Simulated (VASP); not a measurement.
# CdS (Fm-3m) in VASP: further runs, part 2 of 3

VASP 6.6.1. Earlier steps stand in the parts before.

## Step 3: Phonons, r2SCAN

This run uses another cell than the first one, of 18.40 Å³/atom.

File INCAR:

```
SYSTEM = CdS
PREC = Accurate
ENCUT = 520
EDIFF = 1E-8
ISMEAR = 0
SIGMA = 0.01
LREAL = .False.
LASPH = .True.
NELM = 100
ALGO = Normal
ISIF = 2
LWAVE = .False.
LCHARG = .False.
METAGGA = R2SCAN
LMIXTAU = .True.
IBRION = 6
NFREE = 2
POTIM = 0.015
NSW = 1
```

File KPOINTS:

```
Automatic mesh
0
Gamma
  8 8 8
  0 0 0
```

File POSCAR:

```
CdS
1.0
    2.6401687124      2.6401687124      0.0000000000
   -2.6401687124      2.6401687124      0.0000000000
    0.0000000000      2.6401687124      2.6401687124
Cd S
1 1
Direct
    0.0000000000      0.0000000000      0.0000000000
    0.5000000000      0.5000000000      0.0000000000
```

Potentials or basis: VASP PAW PBE potentials, release 64 (Cd, S).

On the command line:

```sh
cat potpaw_PBE.64/Cd/POTCAR potpaw_PBE.64/S/POTCAR > POTCAR
mpirun -np 1 vasp_std > vasp.out
```

OUTCAR:

```text
SYSTEM = CdS
   PREC = Accurate
   ENCUT = 520
   EDIFF = 1E-8
   ISMEAR = 0
   LREAL = .False.
   LASPH = .True.
   NELM = 100
   ISIF = 2
   METAGGA = R2SCAN
   IBRION = 6
   NFREE = 2
   POTIM = 0.015
   NSW = 1

 ion  position               nearest neighbor table
   1  0.000  0.000  0.000-   2 2.64   2 2.64   2 2.64   2 2.64   2 2.64   2 2.64
   2  0.500  0.500  0.000-   1 2.64   1 2.64   1 2.64   1 2.64   1 2.64   1 2.64

  LATTYP: Found a face centered cubic cell.
 ALAT       =     5.2803374248

  Lattice vectors:

 A1 = (   0.0000000000,   2.6401687124,   2.6401687124)
 A2 = (   2.6401687124,   0.0000000000,   2.6401687124)
 A3 = (   2.6401687124,   2.6401687124,   0.0000000000)

Analysis of symmetry for initial positions (statically):
=====================================================================
 Subroutine PRICEL returns:
 Original cell was already a primitive cell.

 Routine SETGRP: Setting up the symmetry group for a
 face centered cubic supercell.

 Subroutine GETGRP returns: Found 48 space group operations
 (whereof 48 operations were pure point group operations)
 out of a pool of 48 trial point group operations.

The static configuration has the point symmetry O_h .

Analysis of symmetry for dynamics (positions and initial velocities):
=====================================================================
 Subroutine PRICEL returns:
 Original cell was already a primitive cell.

 Routine SETGRP: Setting up the symmetry group for a
 face centered cubic supercell.

 Subroutine GETGRP returns: Found 48 space group operations
 (whereof 48 operations were pure point group operations)
 out of a pool of 48 trial point group operations.

The dynamic configuration has the point symmetry O_h .

 Subroutine INISYM returns: Found 48 space group operations
 (whereof 48 operations are pure point group operations),
 and found     1 'primitive' translations

----------------------------------------------------------------------------------------

                                     Primitive cell

  volume of cell :      36.8065

  direct lattice vectors                    reciprocal lattice vectors
     2.640168712  2.640168712  0.000000000     0.189381837  0.189381837 -0.189381837
    -2.640168712  2.640168712  0.000000000    -0.189381837  0.189381837 -0.189381837
     0.000000000  2.640168712  2.640168712     0.000000000  0.000000000  0.378763673

  length of vectors
     3.733762400  3.733762400  3.733762400     0.328018963  0.328018963  0.378763673

  position of ions in fractional coordinates (direct lattice)
     0.000000000  0.000000000  0.000000000
     0.500000000  0.500000000  0.000000000

  ion indices of the primitive-cell ions
   primitive index   ion index
                 1           1
                 2           2

----------------------------------------------------------------------------------------

[... 111 lines left out ...]

 Free energy of the ion-electron system (eV)
  ---------------------------------------------------
  ext. energy  EPLUGINS =         0.00000000
  ---------------------------------------------------
  free energy    TOTEN  =       -29.40333946 eV

  energy without entropy =      -29.40333946  energy(sigma->0) =      -29.40333946

------------------------ aborting loop because EDIFF is reached ----------------------------------------

  FORCE on cell =-STRESS in cart. coord.  units (eV):
  Direction    XX          YY          ZZ          XY          YZ          ZX
  --------------------------------------------------------------------------------------
  -------------------------------------------------------------------------------------
  Total        2.4615417      2.4615417      2.4615417      0.0000000     -0.0000000     -0.0000000
  in kB      107.1501386    107.1501386    107.1501386      0.0000000     -0.0000000     -0.0000000
  external PRESSURE =     107.1501386 kB  Pullay stress =       0.0000000 kB
[... 131 lines left out ...]
--------------------------------------- Ionic step        5  -------------------------------------------

 number of electron      17.9999994 magnetization

 Free energy of the ion-electron system (eV)
  ---------------------------------------------------
  ext. energy  EPLUGINS =         0.00000000
  ---------------------------------------------------
  free energy    TOTEN  =       -29.40292518 eV

  energy without entropy =      -29.40292518  energy(sigma->0) =      -29.40292518

 E-fermi :   3.8970     XC(G=0): -11.5330

 val. band max:        3.7963947100   @ k =   0.5000   0.0000   0.0000
 cond. band min:       4.5016677087   @ k =   0.0000  -1.0000  -0.5000
 fundamental gap:      0.7052729986
 Fermi energy:         3.8970115357

 k-point     1 :       0.0000    0.0000    0.0000
  band No.  band energies     occupation
      1     -10.3255      2.00000
      2      -4.3250      2.00000
      3      -4.3243      2.00000
      4      -4.3186      2.00000
      5      -4.3185      2.00000
      6      -4.3183      2.00000
      7       2.7806      2.00000
      8       2.7807      2.00000
      9       2.7808      2.00000
     10       5.8858      0.00000
     11      13.5272      0.00000
     12      13.5272      0.00000
     13      13.5276      0.00000
[... 354 lines left out ...]
  band No.  band energies     occupation
      1      -8.9584      2.00000
      2      -4.6725      2.00000
      3      -4.5053      2.00000
      4      -4.4268      2.00000
      5      -4.0298      2.00000
      6      -3.9096      2.00000
      7      -1.2583      2.00000
      8       1.6602      2.00000
      9       2.6615      2.00000
     10       8.4765      0.00000
     11       9.4710      0.00000
     12      11.9717      0.00000
     13      12.8900      0.00000

 [... further k-points ...]

------------------------ aborting loop because EDIFF is reached ----------------------------------------

  FORCE on cell =-STRESS in cart. coord.  units (eV):
  Direction    XX          YY          ZZ          XY          YZ          ZX
  --------------------------------------------------------------------------------------
  -------------------------------------------------------------------------------------
  Total        2.4692574      2.4608072      2.4608072      0.0000000     -0.0000000     -0.0000000
  in kB      107.4860004    107.1181690    107.1181690      0.0000000     -0.0000000     -0.0000000
  external PRESSURE =     107.2407795 kB  Pullay stress =       0.0000000 kB
[... 17 lines left out ...]
  FREE ENERGIE OF THE ION-ELECTRON SYSTEM (eV)
  ---------------------------------------------------
  free  energy   TOTEN  =       -29.4029251774 eV

  energy  without entropy=      -29.4029251774  energy(sigma->0) =      -29.40292518

 INTERNAL STRAIN TENSORS FROM DISPLACED ATOMS
 ============================================

 INTERNAL STRAIN TENSOR FOR ION    1 for displacements in x,y,z  (eV/Angst):
          X           Y           Z          XY          YZ          ZX
  --------------------------------------------------------------------------------
  x     0.00000     0.00000     0.00000     0.00000     0.00000     0.00000
  y     0.00000     0.00000     0.00000     0.00000     0.00000     0.00000
  z     0.00000     0.00000     0.00000     0.00000     0.00000     0.00000

 INTERNAL STRAIN TENSOR FOR ION    2 for displacements in x,y,z  (eV/Angst):
          X           Y           Z          XY          YZ          ZX
  --------------------------------------------------------------------------------
  x     0.00000     0.00000     0.00000     0.00000     0.00000     0.00000
  y     0.00000     0.00000     0.00000     0.00000     0.00000     0.00000
  z     0.00000     0.00000     0.00000     0.00000     0.00000     0.00000

 Eigenvectors and eigenvalues of the dynamical matrix
 ----------------------------------------------------

   1 f  =    5.993287 THz    37.656930 2PiTHz  199.914523 cm-1    24.786231 meV
             X         Y         Z           dx          dy          dz
      0.000000  0.000000  0.000000     0.000000    0.464382    0.073407
      0.000000  2.640169  0.000000    -0.000000   -0.871763   -0.137804
[... 21 lines left out ...]
   6 f/i=    0.006539 THz     0.041088 2PiTHz    0.218131 cm-1     0.027045 meV
             X         Y         Z           dx          dy          dz
      0.000000  0.000000  0.000000     0.089590    0.872715   -0.096452
      0.000000  2.640169  0.000000     0.047724    0.464889   -0.051379

 ELASTIC MODULI CONTR FROM IONIC RELAXATION (kBar)
 Direction    XX          YY          ZZ          XY          YZ          ZX
 --------------------------------------------------------------------------------
 XX           0.0000      0.0000      0.0000      0.0000      0.0000      0.0000
 YY           0.0000      0.0000      0.0000      0.0000      0.0000      0.0000
 ZZ           0.0000      0.0000      0.0000      0.0000      0.0000      0.0000
 XY           0.0000      0.0000      0.0000      0.0000      0.0000      0.0000
 YZ           0.0000      0.0000      0.0000      0.0000      0.0000      0.0000
 ZX           0.0000      0.0000      0.0000      0.0000      0.0000      0.0000
 --------------------------------------------------------------------------------
```

stdout:

```text
POSCAR found type information on POSCAR CdS
 POSCAR found :  2 types and       2 ions
 scaLAPACK will be used
 -----------------------------------------------------------------------------
|                                                                             |
|                                                                             |
|     You enforced a specific xc type in the INCAR file but a different       |
|     I HOPE YOU KNOW WHAT YOU ARE DOING!                                     |
|                                                                             |
 -----------------------------------------------------------------------------

 LDA part: xc-table for (None), standard interpolation
 POSCAR, INCAR and KPOINTS ok, starting setup
 FFT: planning ... GRIDC
 FFT: planning ... GRID_SOFT
 FFT: planning ... GRID
 WAVECAR not read
 entering main loop
 Found     2 degrees of freedom:
 Finite differences POTIM= 0.01500 DOF=   2
 bond charge predicted
 Finite differences progress:
 bond charge predicted
 Finite differences progress:
 bond charge predicted
 Finite differences progress:
 bond charge predicted
 Finite differences progress:
```

It took 3.8 min on 1 thread of Intel Xeon 6975P-C (Granite Rapids), shared host; peak memory 0.2 GiB.

Results:

- Highest phonon frequency at Γ, LO-TO splitting left out: 200 cm⁻¹

Phonon frequencies in cm⁻¹ (negative: imaginary):
```csv
q point,frequencies
"(0.000, 0.000, 0.000)",0 0 0 200 200 200
```

Caveat: the cell stands under pressure or tension, which shifts response properties; the PAW data sets were made with another functional, which shifts forces and pressure a little.

[end of part 2 of 3]
